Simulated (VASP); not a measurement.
Ag:

```
Ag
1.0
     0.00000    2.02680    2.02680
     2.02680    0.00000    2.02680
     2.02680    2.02680    0.00000
Ag
1
Direct
  0.00000 0.00000 0.00000
```

Program: VASP 6.6.1. Alike in all runs: task single point; potentials or basis VASP PAW PBE potentials, release 64 (Ag); no spin polarisation; cell as given; k mesh 11 × 11 × 11; cutoff (eV) 520; smearing fermi-dirac 0.05 eV.

Task: Order these runs on this cell by their pressure, lowest first.
A. level r2SCAN
B. level PBE
C. level PBEsol

Result: C (-0.5 GPa), A (4.1 GPa), B (7.1 GPa).

Caveats: the PAW data sets were made with another functional, which shifts forces and pressure a little (some runs).
